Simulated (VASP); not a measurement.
Here is a VASP 6.6.1 calculation.

Contents of INCAR:

```
PREC = Accurate ; ENCUT = 520
EDIFF = 1E-7 ; ISMEAR = 0
SIGMA = 0.1 ; LREAL = F
LASPH = T ; NELM = 60
ALGO = Fast ; ISIF = 2
LWAVE = F ; LCHARG = T
GGA = PS ; LELF = T
LVHAR = T ; NBANDS = 24
```

Contents of KPOINTS:

```
Automatic mesh
0
Gamma
  12 12 16
```

File POSCAR:

```
Ag
1.0
    4.6209008402      0.0000000000      0.0000000000
   -2.3104504201      4.0018175160      0.0000000000
    0.0000000000      0.0000000000      2.7605357905
Ag
3
Direct
    0.0000000000      0.0000000000      0.0000000000
    0.3333333333      0.6666666667      0.5000000000
    0.6666666667      0.3333333333      0.5000000000
```

Potentials or basis: VASP PAW PBE potentials, release 64 (Ag).

Command:

```bash
$ cat potpaw_PBE.64/Ag/POTCAR > POTCAR
$ mpirun -np 1 vasp_std > vasp.out
```

(1) Estimate the pressure.

## Answers

(1) -0.2 GPa.

Caveat: the PAW data sets were made with another functional, which shifts forces and pressure a little.
